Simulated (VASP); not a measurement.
Write the native input for VASP 6.6.1 that does the following.

* Task: single point
* Functional: PBE
* Potentials or basis: VASP PAW PBE potentials, release 64 (Mg, Se)
* Cutoff: 600 eV
* k mesh: 6 × 6 × 6
* Occupations: gaussian, width 0.01 eV
* Spin: no spin polarisation
* Dipole correction: no
* Further INCAR settings: ALGO = Normal; EDIFF = 1e-06; NBANDS = 11

The structure of MgSe lies in POSCAR:

```
MgSe
1.0
    0.0000000000      2.5661529229      2.5661529229
    2.5661529229      0.0000000000      2.5661529229
    2.5661529229      2.5661529229      0.0000000000
Mg Se
1 1
Direct
    0.0000000000      0.0000000000      0.0000000000
    0.5000000000      0.5000000000      0.5000000000
```

The input as run:

INCAR

```
SYSTEM = MgSe
  ALGO = Normal
  EDIFF = 1E-6
  ENCUT = 600
  GGA = PE
  GGA_COMPAT = .FALSE.
  ISIF = 2
  ISMEAR = 0
  LASPH = .TRUE.
  LCHARG = .TRUE.
  LELF = .TRUE.
  LREAL = .FALSE.
  LVHAR = .TRUE.
  LWAVE = .FALSE.
  NBANDS = 11
  NELM = 120
  PREC = Accurate
  SIGMA = 0.01
```

KPOINTS

```
k-points
0
G
  6 6 6
  0 0 0
```

Potentials or basis: VASP PAW PBE potentials, release 64 (Mg, Se).

Launch:

```console
$ cat potpaw_PBE.64/Mg/POTCAR potpaw_PBE.64/Se/POTCAR > POTCAR
$ mpirun -np 1 vasp_std > vasp.out
```

It gave:

| Quantity | Value |
| --- | --- |
| Pressure | 19.9 GPa |
| Band gap on the k mesh | 2.09 eV, indirect (least direct gap 3.99 eV) |

Run time: 12 s on 1 thread of Intel(R) Xeon(R) Platinum 8259CL CPU @ 2.50GHz (Skylake/Cascade Lake) (shared host), peak memory 0.17 GiB.
